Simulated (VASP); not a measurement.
A run of VASP 6.6.1 is set up as follows.

The input POSCAR:

```
LiCl
1.0
    0.0000000000      2.4819004753      2.6134800496
    2.4819004753      0.0000000000      2.6134800496
    2.4819004753      2.4819004753      0.0000000000
Li Cl
1 1
Direct
    0.0000000000      0.0000000000      0.0000000000
    0.5000000000      0.5000000000      0.5000000000
```

INCAR.step1

```
PREC     = Accurate       # precision mode
ENCUT    = 520            # plane-wave cutoff, eV
EDIFF    = 1E-5           # SCF threshold, eV
ISMEAR   = 0              # smearing method
SIGMA    = 0.01           # smearing width, eV
LREAL    = F              # projectors in reciprocal space
LASPH    = T              # aspherical terms in the spheres
NELM     = 100            # most SCF steps
ALGO     = Normal         # electronic algorithm
ISIF     = 2              # what is computed and relaxed
LWAVE    = T              # write WAVECAR
NBANDS   = 12             # bands
GGA      = PE             # functional
```

The input INCAR.step2:

```
PREC     = Accurate       # precision mode
ENCUT    = 520            # plane-wave cutoff, eV
EDIFF    = 1E-7           # SCF threshold, eV
ISMEAR   = 0              # smearing method
SIGMA    = 0.01           # smearing width, eV
LREAL    = F              # projectors in reciprocal space
LASPH    = T              # aspherical terms in the spheres
NELM     = 100            # most SCF steps
ALGO     = Normal         # electronic algorithm
ISIF     = 2              # what is computed and relaxed
LWAVE    = F              # write WAVECAR
LCHARG   = T              # write CHGCAR
GGA      = PE             # functional
LHFCALC  = T              # exact exchange
HFSCREEN = 0.2079         # screening, 1/A
PRECFOCK = Normal       
LELF     = T              # ELF
LVHAR    = T            
NBANDS   = 12             # bands
ISTART   = 1
```

The input KPOINTS:

```
regular mesh
0
Gamma
  6 6 6
```

Potentials or basis: VASP PAW PBE potentials, release 64 (Li_sv, Cl).

Launch:

```bash
$ cat potpaw_PBE.64/Li_sv/POTCAR potpaw_PBE.64/Cl/POTCAR > POTCAR
$ cp INCAR.step1 INCAR
$ mpirun -np 1 vasp_std > vasp.out
$ cp INCAR.step2 INCAR
$ mpirun -np 1 vasp_std > vasp.out
```

Estimate the band gap on the k mesh.

7.94 eV.

Caveat: the cell differs from its parent crystal (epitaxial xy strain -2.9%). A k mesh can miss the band edges.
